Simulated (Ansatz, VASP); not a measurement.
## One calculation of Sn, two programs

```
Sn
1.0
     0.00000    3.28499    3.28499
     3.28499    0.00000    3.28499
     3.28499    3.28499    0.00000
Sn
2
Direct
  0.50000 0.50000 0.50000
  0.75000 0.75000 0.75000
```

Alike in both runs: task single point; functional LDA; k mesh 12 × 12 × 12; occupations gaussian, width 0.1 eV; no spin polarisation.

```csv
,VASP,Ansatz
version,VASP 6.6.1,Ansatz 0.2.0
potentials or method,"VASP PAW LDA potentials, release 64 (Sn_d), cutoff 500 eV","scalar-relativistic, plane waves, PAW"
valence electrons in the cell,28,28
```

|  | VASP | Ansatz | Ansatz less VASP |
| --- | --- | --- | --- |
| gap on the k mesh at the Fermi level (eV) | none | none | - |
| pressure (GPa) | -1.8 | -1.8 | 0.00 |

Ansatz warns that its potentials were made for another functional, while VASP's fit it. LDA's correlation is that of Perdew and Zunger in VASP and of Perdew and Wang (1992) in Ansatz. A gap of «none» marks a metal or a gap that the smearing closes.
